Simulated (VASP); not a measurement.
# HC10 in VASP: a series of runs

Runs on HC10. Level: PBE. Tasks: single point.

All numbers are computed with VASP 6.6.1; they aren't measurements. Logs are shortened: lines on timing, memory, paths and dates and some standing lists are left out, and cuts for length are marked.

**1. The cell of the first run**

The cell holds a wire or tube with vacuum around it, 22 atoms: a = 8.544 Å, b = 8.872 Å, c = 22.779 Å, α = 90.00°, β = 90.00°, γ = 103.93°.

**2. Single point, PBE**

File INCAR:

```
SYSTEM = HC10
PREC     = Accurate       ! precision mode
ENCUT    = 520            ! plane-wave cutoff, eV
EDIFF    = 1E-7           ! SCF threshold, eV
ISMEAR   = 0              ! smearing method
SIGMA    = 0.1            ! smearing width, eV
LREAL    = Auto         
LASPH    = .TRUE.         ! aspherical terms in the spheres
NELM     = 80             ! most SCF steps
ALGO     = Normal         ! electronic algorithm
ISIF     = 2              ! what is computed and relaxed
LWAVE    = .FALSE.        ! write WAVECAR
LCHARG   = .TRUE.         ! write CHGCAR
LDIPOL   = .TRUE.       
IDIPOL   = 3            
DIPOL    = 0.5 0.5 0.306
GGA      = PE             ! functional
LELF     = .TRUE.         ! ELF
LVHAR    = .TRUE.       
LVACPOTAV= .TRUE.       
NBANDS   = 58             ! bands
```

File KPOINTS:

```
regular mesh
0
G
  4 3 1
  0 0 0
```

File POSCAR:

```
HC10
1.0
    8.5436715410      0.0000000000      0.0000000000
   -2.1359178852      8.6110540228      0.0000000000
    0.0000000000      0.0000000000     22.7788015587
C H
20 2
Direct
    0.0782061927      0.9794914374      0.1756018634
    0.5782061927      0.9794914374      0.1756018634
    0.4115395260      0.9794914374      0.1756018634
    0.9115395260      0.9794914374      0.1756018634
    0.3230790520      0.9589828748      0.2291807119
    0.8230790520      0.9589828748      0.2291807119
    0.1564123854      0.9589828748      0.2291807119
    0.6564123854      0.9589828748      0.2291807119
    0.0669021191      0.9383827998      0.2826780623
    0.5669021191      0.9383827998      0.2826780623
    0.4022889535      0.9383826011      0.2826780666
    0.9022889535      0.9383826011      0.2826780666
    0.3111130358      0.9176686260      0.3364248459
    0.8111130358      0.9176686260      0.3364248459
    0.1477209834      0.9176686383      0.3364247639
    0.6477209834      0.9176686383      0.3364247639
    0.0473696299      0.8987954532      0.3853929922
    0.5473696299      0.8987954532      0.3853929922
    0.4020260968      0.8987947219      0.3853934781
    0.9020260968      0.8987947219      0.3853934781
    0.2146917898      0.2321282990      0.5434346693
    0.3529227592      0.2321282990      0.5434346693
```

Potentials or basis: VASP PAW PBE potentials, release 64 (C, H).

The run is started by

```bash
> cat potpaw_PBE.64/C/POTCAR potpaw_PBE.64/H/POTCAR > POTCAR
> mpirun -np 1 vasp_std > vasp.out
```

OUTCAR:

```text
SYSTEM = HC10
   PREC = Accurate
   ENCUT = 520
   EDIFF = 1E-7
   ISMEAR = 0
   LREAL = Auto
   LASPH = .TRUE.
   NELM = 80
   ISIF = 2
   GGA = PE

 ion  position               nearest neighbor table
   1  0.078  0.979  0.176-   7 1.42   4 1.42
   2  0.578  0.979  0.176-   8 1.42   3 1.42
   3  0.412  0.979  0.176-   5 1.42   2 1.42
   4  0.912  0.979  0.176-   6 1.42   1 1.42
   5  0.323  0.959  0.229-   7 1.42   3 1.42  11 1.43
   6  0.823  0.959  0.229-   8 1.42   4 1.42  12 1.43
   7  0.156  0.959  0.229-   5 1.42   1 1.42   9 1.43
   8  0.656  0.959  0.229-   6 1.42   2 1.42  10 1.43
   9  0.067  0.938  0.283-  12 1.41   7 1.43  15 1.44
  10  0.567  0.938  0.283-  11 1.41   8 1.43  16 1.44
  11  0.402  0.938  0.283-  10 1.41   5 1.43  13 1.44
  12  0.902  0.938  0.283-   9 1.41   6 1.43  14 1.44
  13  0.311  0.918  0.336-  19 1.39  15 1.40  11 1.44
  14  0.811  0.918  0.336-  20 1.39  16 1.40  12 1.44
  15  0.148  0.918  0.336-  17 1.39  13 1.40   9 1.44
  16  0.648  0.918  0.336-  18 1.39  14 1.40  10 1.44
  17  0.047  0.899  0.385-  20 1.24  15 1.39
  18  0.547  0.899  0.385-  19 1.24  16 1.39
  19  0.402  0.899  0.385-  18 1.24  13 1.39
  20  0.902  0.899  0.385-  17 1.24  14 1.39
  21  0.215  0.232  0.543-
  22  0.353  0.232  0.543-

  LATTYP: Found a simple monoclinic cell.
 ALAT       =     8.5436715410
 B/A-ratio  =     2.6661607307
 C/A-ratio  =     1.0384295168
 COS(beta)  =    -0.2407481644

  Lattice vectors:

 A1 = (   8.5436715410,   0.0000000000,   0.0000000000)
 A2 = (   0.0000000000,   0.0000000000, -22.7788015587)
 A3 = (  -2.1359178852,   8.6110540228,   0.0000000000)

Analysis of symmetry for initial positions (statically):
=====================================================================
 Subroutine PRICEL returns:
 Original cell was already a primitive cell.

 Routine SETGRP: Setting up the symmetry group for a
 simple monoclinic supercell.

 Subroutine GETGRP returns: Found  1 space group operations
 (whereof  1 operations were pure point group operations)
 out of a pool of  4 trial point group operations.

The static configuration has the point symmetry C_1 .

Analysis of symmetry for dynamics (positions and initial velocities):
=====================================================================
 Subroutine PRICEL returns:
 Original cell was already a primitive cell.

 Routine SETGRP: Setting up the symmetry group for a
 simple monoclinic supercell.

 Subroutine GETGRP returns: Found  1 space group operations
 (whereof  1 operations were pure point group operations)
 out of a pool of  4 trial point group operations.

The dynamic configuration has the point symmetry C_1 .

 Subroutine INISYM returns: Found  1 space group operations
 (whereof  1 operations are pure point group operations),
 and found     1 'primitive' translations

----------------------------------------------------------------------------------------

                                     Primitive cell

  volume of cell :    1675.8368

  direct lattice vectors                    reciprocal lattice vectors
     8.543671541  0.000000000  0.000000000     0.117045698  0.029032451  0.000000000
    -2.135917885  8.611054023  0.000000000     0.000000000  0.116129802  0.000000000
     0.000000000  0.000000000 22.778801559     0.000000000  0.000000000  0.043900466

  length of vectors
     8.543671541  8.872000710 22.778801559     0.120592614  0.116129802  0.043900466

  position of ions in fractional coordinates (direct lattice)
     0.078206193  0.979491437  0.175601863
     0.578206193  0.979491437  0.175601863
     0.411539526  0.979491437  0.175601863
     0.911539526  0.979491437  0.175601863
     0.323079052  0.958982875  0.229180712
     0.823079052  0.958982875  0.229180712
[... 14 lines left out ...]
     0.214691790  0.232128299  0.543434669
     0.352922759  0.232128299  0.543434669

  ion indices of the primitive-cell ions
   primitive index   ion index
                 1           1
                 2           2
                 3           3
                 4           4
                 5           5
                 6           6
[... 14 lines left out ...]
                21          21
                22          22

----------------------------------------------------------------------------------------

 KPOINTS: regular mesh

Automatic generation of k-mesh.
 Grid dimensions read from file:
 generate k-points for:    4    3    1

 Generating k-lattice:

  Cartesian coordinates                     Fractional coordinates (reciprocal lattice)
     0.029261425  0.007258113  0.000000000     0.250000000 -0.000000000  0.000000000
     0.000000000  0.038709934  0.000000000     0.000000000  0.333333333  0.000000000
     0.000000000  0.000000000  0.043900466     0.000000000  0.000000000  1.000000000

  Length of vectors
     0.030148154  0.038709934  0.043900466

  Shift w.r.t. Gamma in fractional coordinates (k-lattice)
     0.000000000  0.000000000  0.000000000

 Subroutine IBZKPT returns following result:
 ===========================================

 Found      7 irreducible k-points:

 Following reciprocal coordinates:
            Coordinates               Weight
  0.000000  0.000000  0.000000      1.000000
  0.250000  0.000000  0.000000      2.000000
  0.500000  0.000000  0.000000      1.000000
  0.000000  0.333333  0.000000      2.000000
  0.250000  0.333333  0.000000      2.000000
  0.500000  0.333333  0.000000      2.000000
 -0.250000  0.333333  0.000000      2.000000
   k-points           NKPTS =      7   k-points in BZ     NKDIM =      7   number of bands    NBANDS=     58
   number of dos      NEDOS =    301   number of ions     NIONS =     22
   total plane-waves  NPLWV = 806400
   dimension x,y,z NGX =    64 NGY =   70 NGZ =  180
   dimension x,y,z NGXF=   128 NGYF=  140 NGZF=  360
   ions per type =              20   2
   NGX,Y,Z   is equivalent  to a cutoff of  12.45, 13.12, 13.14 a.u.
   NGXF,Y,Z  is equivalent  to a cutoff of  24.91, 26.23, 26.27 a.u.
 SYSTEM =  HC10
   PREC   = accura    normal or accurate (medium, high low for compatibility)
   ISTART =      0    job   : 0-new  1-cont  2-samecut
   ICHARG =      2    charge: 1-file 2-atom 10-const
   ISPIN  =      1    spin polarized calculation?
   LNONCOLLINEAR =      F non collinear calculations
   LSORBIT =      F    spin-orbit coupling
   LASPH  =      T    aspherical Exc in radial PAW
   ENCUT  =  520.0 eV  38.22 Ry    6.18 a.u.  15.89 16.50 42.35*2*pi/ulx,y,z
   NELM   =     80;   NELMIN=  2; NELMDL= -5     # of ELM steps
   EDIFF  = 0.1E-06   stopping-criterion for ELM
   LREAL  =      T    real-space projection
   EDIFFG = 0.1E-05   stopping-criterion for IOM
   NSW    =      0    number of steps for IOM
   IBRION =     -1    ionic relax: 0-MD 1-quasi-New 2-CG
   NFREE  =      0    steps in history (QN), initial steepest desc. (CG)
   ISIF   =      2    stress and relaxation
   ISYM   =      2    0-nonsym 1-usesym 2-fastsym
   POTIM  = 0.5000    time-step for ionic-motion
   TEBEG  =    0.0;   TEEND  =   0.0 temperature during run
   PSTRESS=    0.0 pullay stress
   NELECT =      82.0000    total number of electrons
   NUPDOWN=      -1.0000    fix difference up-down
   EMIN   =  10.00;   EMAX   =-10.00  energy-range for DOS
   EFERMI =   0.00;   METHOD = LEGACY
   ISMEAR =     0;   SIGMA  =   0.10  broadening in eV -4-tet -1-fermi 0-gaus
   EFERMI_NEDOS =   21; number of points for ismear=-14 and -15
   IALGO  =     38    algorithm
   IMIX   =      4    mixing-type and parameters
     AMIX     =   0.40;   BMIX     =  1.00
     AMIX_MAG =   1.60;   BMIX_MAG =  1.00
  volume/ion in A,a.u.               =      76.17       514.05
  Fermi-wavevector in a.u.,A,eV,Ry     =   0.598782  1.131534  4.878234  0.358540
  Thomas-Fermi vector in A             =   1.650017
   LORBIT       =      0    0 simple, 1 ext, 2 COOP (PROOUT), +10 PAW based schemes
   GGA     = PE    functional components
   LHFCALC =     F    Hartree Fock is set to
   AEXX    =    0.0000 exact exchange contribution
   IVDW    =     0    specifies the selected vdW correction
   LEPSILON=     F    determine dielectric tensor
   LRPA    =     F    only Hartree local field effects (RPA)
 non-spin polarized calculation
 Gauss-broadening in eV      SIGMA  =   0.10
  energy-cutoff  :      520.00
  volume of cell :     1675.84
 maximum number of plane-waves:     45188
   NGX = 31   NGY = 33   NGZ = 85

 dipolmoment           0.000000      0.000000      0.028696 electrons x Angstroem

 number of electron      81.9999999 magnetization

 dipolmoment           0.000000      0.000000     -0.270583 electrons x Angstroem

 Free energy of the ion-electron system (eV)
  ---------------------------------------------------
  ext. energy  EPLUGINS =         0.00000000
  ---------------------------------------------------
  free energy    TOTEN  =      -170.62125560 eV

  energy without entropy =     -170.61397602  energy(sigma->0) =     -170.61761581

 E-fermi :  -4.6907     XC(G=0):  -1.9670

 val. band max:       -4.8116767020   @ k =   0.0000   0.0000   0.0000
 cond. band min:      -4.5491362265   @ k =  -0.2500   0.3333   0.0000
 fundamental gap:      0.2625404756
 Fermi energy:        -4.6906804269

 k-point     1 :       0.0000    0.0000    0.0000
  band No.  band energies     occupation
      1     -23.1386      2.00000
      2     -21.8474      2.00000
      3     -21.5768      2.00000
      4     -21.3243      2.00000
      5     -20.1472      2.00000
      6     -19.7262      2.00000
[... 45 lines left out ...]
     52      -0.2258      0.00000
     53       0.4843      0.00000

 k-point     2 :       0.2500    0.0000    0.0000
  band No.  band energies     occupation
      1     -23.0489      2.00000
      2     -22.3413      2.00000
      3     -21.2405      2.00000
      4     -20.9538      2.00000
      5     -20.5113      2.00000
      6     -19.1948      2.00000
[... 45 lines left out ...]
     52      -0.0791      0.00000
     53       0.6678      0.00000
[... 222 lines left out ...]
     52      -0.5687      0.00000
     53       0.4140      0.00000

 k-point     7 :      -0.2500    0.3333    0.0000
  band No.  band energies     occupation
      1     -23.0489      2.00000
      2     -22.3413      2.00000
      3     -21.2405      2.00000
      4     -20.9538      2.00000
      5     -20.5113      2.00000
      6     -19.1948      2.00000
[... 45 lines left out ...]
     52       0.1066      0.00000
     53       0.7494      0.00000
 [bands above 53 left out]

------------------------ aborting loop because EDIFF is reached ----------------------------------------

  FORCE on cell =-STRESS in cart. coord.  units (eV):
  Direction    XX          YY          ZZ          XY          YZ          ZX
  --------------------------------------------------------------------------------------
  -------------------------------------------------------------------------------------
  Total       -8.1374224     -0.2335560     -5.0856153     -0.0009728      0.6954629      0.0128928
  in kB       -7.7797513     -0.2232903     -4.8620829     -0.0009300      0.6648946      0.0123261
  external PRESSURE =      -4.2883748 kB  Pullay stress =       0.0000000 kB

 VOLUME and BASIS-vectors are now :
 -----------------------------------------------------------------------------
  energy-cutoff  :      520.00
  volume of cell :     1675.84
      direct lattice vectors                 reciprocal lattice vectors
     8.543671541  0.000000000  0.000000000     0.117045698  0.029032451  0.000000000
    -2.135917885  8.611054023  0.000000000     0.000000000  0.116129802  0.000000000
     0.000000000  0.000000000 22.778801559     0.000000000  0.000000000  0.043900466

 POSITION                                       TOTAL-FORCE (eV/Angst)
 -----------------------------------------------------------------------------------
     -1.42395      8.43445      4.00000        -6.818745     -0.158661      1.122182
      2.84789      8.43445      4.00000        -6.818775     -0.159043      1.122067
      1.42395      8.43445      4.00000         6.818062     -0.160680      1.123033
      5.69578      8.43445      4.00000         6.818049     -0.161047      1.122934
      0.71197      8.25785      5.22046        -0.449981      0.165406     -1.157852
      4.98381      8.25785      5.22046        -0.449620      0.165722     -1.157938
[... 14 lines left out ...]
      1.33845      1.99887     12.37879         4.673908     -0.001797     -0.004550
      2.51945      1.99887     12.37879        -4.671672     -0.001633     -0.004119
 -----------------------------------------------------------------------------------
    total drift:                               -0.026093     -0.001218      0.048362

  FREE ENERGIE OF THE ION-ELECTRON SYSTEM (eV)
  ---------------------------------------------------
  free  energy   TOTEN  =      -170.6212556037 eV

  energy  without entropy=     -170.6139760157  energy(sigma->0) =     -170.61761581

 vacuum level on the upper side and lower side of the slab         0.802         1.467
```

It took 20 min on 1 thread of Intel Xeon Platinum 8559C (Emerald Rapids), shared host; peak memory 1.6 GiB.

What came out:

```
Free energy            : -170.6213 eV
Largest force          : 6.912 eV/Å
Band gap on the k mesh : 0.26 eV (least direct gap 0.36 eV)
```

Forces on the atoms (eV/Å):
```
C   -6.819 -0.159  1.122
C   -6.819 -0.159  1.122
C    6.818 -0.161  1.123
C    6.818 -0.161  1.123
C   -0.450  0.165 -1.158
C   -0.450  0.166 -1.158
C    0.456  0.164 -1.159
C    0.455  0.165 -1.159
C   -0.013  0.002 -0.013
C   -0.012  0.002 -0.014
C    0.020  0.006 -0.015
C    0.019  0.006 -0.016
C   -0.091 -0.007  0.018
C   -0.088 -0.008  0.015
C    0.082 -0.002  0.018
C    0.078 -0.002  0.014
C   -0.013 -0.002  0.030
C   -0.012 -0.003  0.038
C    0.010 -0.005  0.034
C    0.008 -0.006  0.042
H    4.674 -0.002 -0.005
H   -4.672 -0.002 -0.004
```

(Part 1 of 3 ends here.)
